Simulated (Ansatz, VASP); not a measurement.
**One calculation of Ni, two programs**

Contents of INCAR:

```
SYSTEM = Ni
PREC = Accurate
ENCUT = 520
EDIFF = 1E-6
ISMEAR = 0
SIGMA = 0.019000000000000003
LREAL = .FALSE.
LASPH = .TRUE.
NELM = 150
ALGO = Fast
ISIF = 2
LWAVE = .FALSE.
LCHARG = .FALSE.
ISPIN = 2
MAGMOM = 1
LORBIT = 11
LMAXMIX = 4
GGA = PE
NBANDS = 15
```

The input KPOINTS:

```
regular mesh
0
G
  13 13 13
  0 0 0
```

File POSCAR:

```
Ni
1.0
    0.0000000000      1.7375729330      1.7375729330
    1.7375729330      0.0000000000      1.7375729330
    1.7375729330      1.7375729330      0.0000000000
Ni
1
Direct
    0.0000000000      0.0000000000      0.0000000000
```

The input input.yaml:

```yaml
crystal:
  lattice:
    - [0.0, 1.737572933, 1.737572933]
    - [1.737572933, 0.0, 1.737572933]
    - [1.737572933, 1.737572933, 0.0]
  atoms:
    - { symbol: Ni, position: [0.0, 0.0, 0.0], spin: 1.0 }
kpoints:
  mp_grid: { grid: [13, 13, 13] }
scf:
  occupations: { method: gaussian, width: 0.019 }
hamiltonian:
  xc: pbe
  pseudopotentials: { kind: all_electron, lapw: { basis_error: 0.001 } }
magnetization:
  spin_polarized: true
output:
  forces: true
  stress: true
  eigenvalues: true
```

Alike in both runs: task single point; functional PBE; k mesh 13 × 13 × 13; occupations gaussian, width 0.019 eV; collinear spin.

|  | VASP | Ansatz |
| --- | --- | --- |
| version | VASP 6.6.1 | Ansatz 0.2.0 |
| potentials or method | VASP PAW PBE potentials, release 64 (Ni), cutoff 520 eV | all-electron LAPW, scalar-relativistic |

VASP gave:

```
gap on the k mesh at the Fermi level (eV)                     : none
pressure (GPa)                                                : 7.5
net moment per atom (μB)                                      : 0.62
size of the moment on the site where the two differ most (μB) : 0.63
```

Q: What did Ansatz give for the same quantities?

A: gap on the k mesh at the Fermi level (eV): none; pressure (GPa): 8.0; net moment per atom (μB): 0.64; size of the moment on the site where the two differ most (μB): 0.66.

Site moments also hang on the region over which each program counts them. A gap of «none» marks a metal or a gap that the smearing closes. Ansatz ran all-electron here, and VASP with PAW potentials.
